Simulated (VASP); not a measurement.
# H2Os3 (P6/mmm) in VASP: notebook

H2Os3 is run at these levels: PBE; tasks: single point.

All numbers are computed with VASP 6.6.1; they aren't measurements. Logs are shortened: lines on timing, memory, paths and dates and some standing lists are left out, and cuts for length are marked.

## 1. The cell of the first run

Symmetry: P6/mmm, No. 191, hexagonal system. The conventional cell has a = 4.263 Å, b = 4.263 Å, c = 3.371 Å, α = 90.00°, β = 90.00°, γ = 120.00°. H (site symmetry -6m2) has 2 Os at 1.69 Å within 2.2 Å. Within 3.2 Å of Os (site symmetry 6/mmm) lie 6 H at 2.46 Å and 12 Os at 2.98 Å. Within 2.2 Å of Os (site symmetry -6m2) lie 2 H at 1.69 Å.

The cell was generated, and may not be a known phase.

## 2. Single point, PBE, collinear spin

INCAR reads:

```
PREC = Accurate
ENCUT = 520
EDIFF = 1E-7
ISMEAR = 0
SIGMA = 0.1
LREAL = F
LASPH = T
NELM = 150
ALGO = Normal
ISIF = 2
LWAVE = F
LCHARG = T
ISPIN = 2
MAGMOM = 0 0 1 1 1
LORBIT = 11
LMAXMIX = 4
GGA = PE
LELF = T
LVHAR = T
NBANDS = 25
```

KPOINTS reads:

```
regular mesh
0
Gamma
  6 6 6
```

POSCAR reads:

```
H2Os3
1.0
    4.2625042745      0.0000000000      0.0000000000
   -2.1312521373      3.6914369855      0.0000000000
    0.0000000000      0.0000000000      3.3712814603
H Os
2 3
Direct
    0.3333333333      0.6666666667      0.5000000000
    0.6666666667      0.3333333333      0.5000000000
    0.0000000000      0.0000000000      0.5000000000
    0.3333333333      0.6666666667      0.0000000000
    0.6666666667      0.3333333333      0.0000000000
```

Potentials or basis: VASP PAW PBE potentials, release 64 (H, Os).

On the command line:

```console
cat potpaw_PBE.64/H/POTCAR potpaw_PBE.64/Os/POTCAR > POTCAR
mpirun -np 1 vasp_std > vasp.out
```

OUTCAR:

```text
PREC = Accurate
   ENCUT = 520
   EDIFF = 1E-7
   ISMEAR = 0
   LREAL = F
   LASPH = T
   NELM = 150
   ISIF = 2
   ISPIN = 2
   LORBIT = 11
   GGA = PE

 ion  position               nearest neighbor table
   1  0.333  0.667  0.500-   4 1.69   4 1.69
   2  0.667  0.333  0.500-   5 1.69   5 1.69
   3  0.000  0.000  0.500-   4 2.98   5 2.98   4 2.98   5 2.98   5 2.98   5 2.98   4 2.98   4 2.98
                             5 2.98   5 2.98   4 2.98   4 2.98
   4  0.333  0.667  0.000-   1 1.69   1 1.69   5 2.46   5 2.46   5 2.46   3 2.98   3 2.98   3 2.98
                             3 2.98   3 2.98   3 2.98
   5  0.667  0.333  0.000-   2 1.69   2 1.69   4 2.46   4 2.46   4 2.46   3 2.98   3 2.98   3 2.98
                             3 2.98   3 2.98   3 2.98

  LATTYP: Found a hexagonal cell.
 ALAT       =     4.2625042745
 C/A-ratio  =     0.7909156785

  Lattice vectors:

 A1 = (   4.2625042745,   0.0000000000,   0.0000000000)
 A2 = (  -2.1312521373,   3.6914369855,   0.0000000000)
 A3 = (   0.0000000000,   0.0000000000,   3.3712814603)

Analysis of symmetry for initial positions (statically):
=====================================================================
 Subroutine PRICEL returns:
 Original cell was already a primitive cell.

 Routine SETGRP: Setting up the symmetry group for a
 hexagonal supercell.

 Subroutine GETGRP returns: Found 24 space group operations
 (whereof 24 operations were pure point group operations)
 out of a pool of 24 trial point group operations.

The static configuration has the point symmetry D_6h.

Analysis of symmetry for dynamics (positions and initial velocities):
=====================================================================
 Subroutine PRICEL returns:
 Original cell was already a primitive cell.

 Routine SETGRP: Setting up the symmetry group for a
 hexagonal supercell.

 Subroutine GETGRP returns: Found 24 space group operations
 (whereof 24 operations were pure point group operations)
 out of a pool of 24 trial point group operations.

The dynamic configuration has the point symmetry D_6h.

Analysis of structural, dynamic, and magnetic symmetry:
=====================================================================
 Subroutine PRICEL returns:
 Original cell was already a primitive cell.

 Routine SETGRP: Setting up the symmetry group for a
 hexagonal supercell.

 Subroutine GETGRP returns: Found 24 space group operations
 (whereof 24 operations were pure point group operations)
 out of a pool of 24 trial point group operations.

[... 138 lines left out ...]
 Gauss-broadening in eV      SIGMA  =   0.10
  energy-cutoff  :      520.00
  volume of cell :       53.05
 maximum number of plane-waves:      1458
 NGX is ok and might be reduce to    32
   NGX = 15   NGY = 15   NGZ = 13

 number of electron      25.9999998 magnetization      -0.1247829

 number of electron      25.9999998 magnetization       0.0004856

 Free energy of the ion-electron system (eV)
  ---------------------------------------------------
  ext. energy  EPLUGINS =         0.00000000
  ---------------------------------------------------
  free energy    TOTEN  =       -36.30938178 eV

  energy without entropy =      -36.29081780  energy(sigma->0) =      -36.30009979

 E-fermi :   7.2455     XC(G=0): -13.0155

 val. band max:        7.2282118621   @ k =   0.5000  -0.0000   0.1667
 cond. band min:       7.2663407244   @ k =   0.3333   0.1667   0.5000
 fundamental gap:      0.0381288623
 Fermi energy:         7.2455335836

 spin component 1

 k-point     1 :       0.0000    0.0000    0.0000
  band No.  band energies     occupation
      1      -4.2996      1.00000
      2      -0.2514      1.00000
      3      -0.2126      1.00000
      4       3.8478      1.00000
      5       3.8478      1.00000
      6       4.0297      1.00000
[... 661 lines left out ...]
     24      17.6865      0.00000
     25      21.3465      0.00000

 [... further k-points ...]

 spin component 2

 k-point     1 :       0.0000    0.0000    0.0000
  band No.  band energies     occupation
      1      -4.2995      1.00000
      2      -0.2514      1.00000
      3      -0.2125      1.00000
      4       3.8479      1.00000
      5       3.8479      1.00000
      6       4.0298      1.00000
[... 661 lines left out ...]
     24      17.6865      0.00000
     25      21.3465      0.00000

 [... further k-points ...]

------------------------ aborting loop because EDIFF is reached ----------------------------------------

  FORCE on cell =-STRESS in cart. coord.  units (eV):
  Direction    XX          YY          ZZ          XY          YZ          ZX
  --------------------------------------------------------------------------------------
  -------------------------------------------------------------------------------------
  Total       -0.1237586     -0.1237586      0.4597916      0.0000000      0.0000000      0.0000000
  in kB       -3.7379247     -3.7379247     13.8872512      0.0000000      0.0000000      0.0000000
  external PRESSURE =       2.1371339 kB  Pullay stress =       0.0000000 kB

 VOLUME and BASIS-vectors are now :
 -----------------------------------------------------------------------------
  energy-cutoff  :      520.00
  volume of cell :       53.05
      direct lattice vectors                 reciprocal lattice vectors
     4.262504275  0.000000000  0.000000000     0.234603870  0.135448608  0.000000000
    -2.131252137  3.691436986  0.000000000     0.000000000  0.270897215  0.000000000
     0.000000000  0.000000000  3.371281460     0.000000000  0.000000000  0.296623113

 POSITION                                       TOTAL-FORCE (eV/Angst)
 -----------------------------------------------------------------------------------
     -0.00000      2.46096      1.68564         0.000000     -0.000000      0.000000
      2.13125      1.23048      1.68564        -0.000000      0.000000      0.000000
      0.00000      0.00000      1.68564         0.000000      0.000000      0.000000
     -0.00000      2.46096      0.00000        -0.000000      0.000000      0.000000
      2.13125      1.23048      0.00000         0.000000     -0.000000      0.000000
 -----------------------------------------------------------------------------------
    total drift:                               -0.000000      0.000000     -0.000000

  FREE ENERGIE OF THE ION-ELECTRON SYSTEM (eV)
  ---------------------------------------------------
  free  energy   TOTEN  =       -36.3093817849 eV

  energy  without entropy=      -36.2908178046  energy(sigma->0) =      -36.30009979

 total charge

# of ion       s       p       d       tot
------------------------------------------
    1        0.564   0.043   0.000   0.608
    2        0.564   0.043   0.000   0.608
    3        0.504   0.447   5.813   6.764
    4        0.696   0.738   6.111   7.545
    5        0.696   0.738   6.111   7.545
--------------------------------------------------
tot          3.025   2.009  18.035  23.069

 magnetization (x)

# of ion       s       p       d       tot
------------------------------------------
    1        0.000  -0.000   0.000   0.000
    2        0.000  -0.000   0.000   0.000
    3        0.000   0.000   0.001   0.001
    4       -0.000  -0.000   0.000   0.000
    5       -0.000  -0.000   0.000   0.000
--------------------------------------------------
tot          0.000   0.000   0.001   0.001
```

OSZICAR:

```text
N       E                     dE             d eps       ncg     rms          rms(c)
DAV:   1     0.166631201794E+03    0.16663E+03   -0.11610E+04  2800   0.964E+02
DAV:   2    -0.286522982301E+02   -0.19528E+03   -0.17780E+03  2831   0.321E+02
[... 15 lines left out ...]
DAV:  18    -0.363093814165E+02    0.24027E-03   -0.12884E-03  3366   0.141E-01    0.536E-02
DAV:  19    -0.363093839988E+02   -0.25824E-05   -0.65568E-05  2937   0.476E-02    0.396E-02
DAV:  20    -0.363093859950E+02   -0.19962E-05   -0.32107E-06  3037   0.101E-02    0.142E-02
DAV:  21    -0.363093829244E+02    0.30706E-05   -0.49436E-06  3376   0.945E-03    0.599E-03
DAV:  22    -0.363093818825E+02    0.10419E-05   -0.27344E-06  3304   0.669E-03    0.208E-03
DAV:  23    -0.363093817849E+02    0.97542E-07   -0.46058E-07  2554   0.294E-03
   1 F= -.36309382E+02 E0= -.36300100E+02  d E =-.185640E-01  mag=     0.0001
```

Run time: 1.9 min. Hardware: 1 thread of Intel Xeon 6975P-C (Granite Rapids), shared host; peak memory 0.22 GiB.

What came out:

- Free energy: -36.3094 eV
- Pressure: 0.2 GPa
- Band gap on the k mesh: zero (filled and empty bands overlap)
- Net moment: 0.00 μB per cell
- Valence electrons inside the program's atomic spheres: H 0.61; Os 6.76, 7.54 (each value once)

Stress tensor (GPa, compression positive):
```
-0.37  0.00  0.00
 0.00 -0.37  0.00
 0.00  0.00  1.39
```

Caveat: spin-orbit coupling is left out, which moves the levels of the heavy elements.

## 3. Single point, PBE, collinear spin

INCAR reads:

```
SYSTEM = H2Os3
  PREC = Accurate
  ENCUT = 520
  EDIFF = 1E-6
  ISMEAR = 0
  SIGMA = 0.1
  LREAL = .False.
  LASPH = .True.
  NELM = 150
  ALGO = Normal
  ISIF = 2
  LWAVE = .False.
  LCHARG = .True.
  ISPIN = 2
  MAGMOM = 0 0 0.39 0 0
  LORBIT = 11
  LMAXMIX = 4
  GGA = PE
  LELF = .True.
  LVHAR = .True.
  NBANDS = 25
```

KPOINTS reads:

```
regular mesh
0
Gamma
  12 12 12
  0 0 0
```

Edit POSCAR of step 2 so:

```diff
@@ -2,5 +2,5 @@
 1.0
-    4.2625042745      0.0000000000      0.0000000000
-   -2.1312521373      3.6914369855      0.0000000000
-    0.0000000000      0.0000000000      3.3712814603
+    4.2687567519      0.0000000000      0.0000000000
+   -2.1343783760      3.6968517897      0.0000000000
+    0.0000000000      0.0000000000      3.3604423076
 H Os
```

Potentials or basis: VASP PAW PBE potentials, release 64 (H, Os).

On the command line:

```console
cat potpaw_PBE.64/H/POTCAR potpaw_PBE.64/Os/POTCAR > POTCAR
mpirun -np 1 vasp_std > vasp.out
```

OUTCAR:

```text
SYSTEM = H2Os3
   PREC = Accurate
   ENCUT = 520
   EDIFF = 1E-6
   ISMEAR = 0
   LREAL = .False.
   LASPH = .True.
   NELM = 150
   ISIF = 2
   ISPIN = 2
   LORBIT = 11
   GGA = PE

 ion  position               nearest neighbor table
   1  0.333  0.667  0.500-   4 1.68   4 1.68
   2  0.667  0.333  0.500-   5 1.68   5 1.68
   3  0.000  0.000  0.500-   4 2.98   5 2.98   4 2.98   5 2.98   5 2.98   5 2.98   4 2.98   4 2.98
                             5 2.98   5 2.98   4 2.98   4 2.98
[... 1586 lines left out ...]
     4.268756752  0.000000000  0.000000000     0.234260244  0.135250215  0.000000000
    -2.134378376  3.696851790  0.000000000     0.000000000  0.270500430  0.000000000
     0.000000000  0.000000000  3.360442308     0.000000000  0.000000000  0.297579874

 POSITION                                       TOTAL-FORCE (eV/Angst)
 -----------------------------------------------------------------------------------
     -0.00000      2.46457      1.68022        -0.000000      0.000000     -0.000000
      2.13438      1.23228      1.68022         0.000000      0.000000      0.000000
      0.00000      0.00000      1.68022        -0.000000     -0.000000     -0.000000
     -0.00000      2.46457      0.00000        -0.000000     -0.000000     -0.000000
      2.13438      1.23228      0.00000         0.000000      0.000000     -0.000000
 -----------------------------------------------------------------------------------
    total drift:                               -0.000000      0.000000     -0.000000

  FREE ENERGIE OF THE ION-ELECTRON SYSTEM (eV)
  ---------------------------------------------------
  free  energy   TOTEN  =       -36.2956777058 eV

  energy  without entropy=      -36.2755547903  energy(sigma->0) =      -36.28561625

 total charge

# of ion       s       p       d       tot
------------------------------------------
    1        0.566   0.043   0.000   0.609
    2        0.566   0.043   0.000   0.609
    3        0.504   0.447   5.818   6.769
    4        0.695   0.739   6.108   7.542
    5        0.695   0.739   6.108   7.542
--------------------------------------------------
tot          3.027   2.010  18.034  23.071

 magnetization (x)

# of ion       s       p       d       tot
------------------------------------------
    1        0.000  -0.000   0.000   0.000
    2        0.000  -0.000   0.000   0.000
    3        0.000   0.000   0.003   0.003
    4       -0.000  -0.000   0.000   0.000
    5       -0.000  -0.000   0.000   0.000
--------------------------------------------------
tot          0.000  -0.000   0.003   0.003
```

stdout:

```text
POSCAR found type information on POSCAR H Os
 POSCAR found :  2 types and       5 ions
 scaLAPACK will be used
 LDA part: xc-table for (Slater+PW92), standard interpolation
 POSCAR, INCAR and KPOINTS ok, starting setup
 FFT: planning ... GRIDC
 FFT: planning ... GRID_SOFT
 FFT: planning ... GRID
 WAVECAR not read
 entering main loop
```

It took 4.6 min on 1 thread of Intel Xeon 6975P-C (Granite Rapids), shared host; peak memory 0.38 GiB.

What came out:

```yaml
Free_energy: -36.2957 eV
Pressure: 0.1 GPa
Band_gap_on_the_k_mesh: zero (filled and empty bands overlap)
Net_moment: 0.00 μB per cell
Valence_electrons_inside_the_program's_atomic_spheres: H 0.61; Os 6.77, 7.54 (each value once)
```

Levels at points of the mesh, in eV from the Fermi level:
Spin up:
| k point | band 9 | band 10 | band 11 | band 12 | band 13 | band 14 | band 15 | band 16 | band 17 | band 18 |
| --- | --- | --- | --- | --- | --- | --- | --- | --- | --- | --- |
| (0.00, 0.00, 0.00) | -2.98 | -2.43 | -2.43 | -1.80 | -1.80 | -1.49 | 1.73 | 1.73 | 5.70 | 5.76 |
| (0.50, 0.00, 0.00) | -2.47 | -2.29 | -1.83 | 0.14 | 0.46 | 0.50 | 0.51 | 0.63 | 1.97 | 2.24 |
| (0.00, 0.00, 0.50) | -2.38 | -1.40 | -1.40 | -1.33 | -0.01 | 0.56 | 0.71 | 0.71 | 1.56 | 1.56 |
| (0.50, 0.00, 0.50) | -1.99 | -1.97 | -1.73 | -0.89 | -0.23 | -0.04 | 0.70 | 0.84 | 1.03 | 1.49 |
Spin down:
| k point | band 10 | band 11 | band 12 | band 13 | band 14 | band 15 | band 16 | band 17 |
| --- | --- | --- | --- | --- | --- | --- | --- | --- |
| (0.00, 0.00, 0.00) | -2.43 | -2.43 | -1.80 | -1.80 | -1.49 | 1.73 | 1.73 | 5.70 |
| (0.50, 0.00, 0.00) | -2.29 | -1.83 | 0.14 | 0.47 | 0.50 | 0.51 | 0.63 | 1.97 |
| (0.00, 0.00, 0.50) | -1.40 | -1.40 | -1.33 | -0.01 | 0.56 | 0.71 | 0.71 | 1.56 |
| (0.50, 0.00, 0.50) | -1.97 | -1.73 | -0.89 | -0.23 | -0.03 | 0.70 | 0.84 | 1.03 |

Caveat: spin-orbit coupling is left out, which moves the levels of the heavy elements.

The gap in the log of VASP goes by the Fermi energy; the results here count the filled bands.